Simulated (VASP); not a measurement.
A run of VASP 6.6.1 is set up as follows.

The input INCAR:

```
PREC     = Accurate       # precision mode
ENCUT    = 520            # plane-wave cutoff, eV
EDIFF    = 1E-6           # SCF threshold, eV
ISMEAR   = 0              # smearing method
SIGMA    = 0.01           # smearing width, eV
LREAL    = False          # projectors in reciprocal space
LASPH    = True           # aspherical terms in the spheres
NELM     = 120            # most SCF steps
ALGO     = Normal         # electronic algorithm
ISIF     = 2              # what is computed and relaxed
LWAVE    = False          # write WAVECAR
LCHARG   = False          # write CHGCAR
NBANDS   = 51             # bands
GGA_COMPAT= False
```

KPOINTS

```
Automatic mesh
0
Gamma
  1 2 2
  0.5 0.5 0.5
```

Contents of POSCAR:

```
BaZrO3
1.0
    8.3826800000      0.0000000000      0.0000000000
    0.0000000000      4.1913400000      0.0000000000
    0.0000000000      0.0000000000      4.1913400000
Ba Zr O
2 2 6
Direct
    0.0014800756     -0.0305560990     -0.0004661994
    0.5048956897      0.0170193781     -0.0022059771
    0.2433704973      0.5107619520      0.4996354388
    0.7515430626      0.5037940134      0.4979994465
   -0.0092495479      0.5148697075      0.5058095979
    0.2459985351      0.0159373852      0.5040724446
    0.2372435784      0.5118114970      0.0003659927
    0.4906661116      0.4971326592      0.5087356311
    0.7601143071     -0.0036885578      0.5150290838
    0.7495019493      0.4971340908      0.0024092534
```

Potentials or basis: VASP PAW LDA potentials, release 64 (Ba_sv, Zr_sv, O).

Launch:

```bash
$ cat potpaw_LDA.64/Ba_sv/POTCAR potpaw_LDA.64/Zr_sv/POTCAR potpaw_LDA.64/O/POTCAR > POTCAR
$ mpirun -np 1 vasp_std > vasp.out
```

Predict the largest force.

0.957 eV/Å.

What does it give for the pressure?

-3.5 GPa.

Predict the band gap on the k mesh.

5.36 eV.

Stress tensor (GPa, compression positive):
```
-3.17 -0.19 -0.02
-0.19 -3.57  0.02
-0.02  0.02 -3.79
```

Caveat: the k points lie up to 0.75 Å⁻¹ apart; spin-orbit coupling is left out, which moves the levels of the heavy elements; a shifted mesh leaves out Γ, where band edges can lie. Expect the measured gap to be larger: semilocal functionals such as LDA lack the derivative discontinuity.
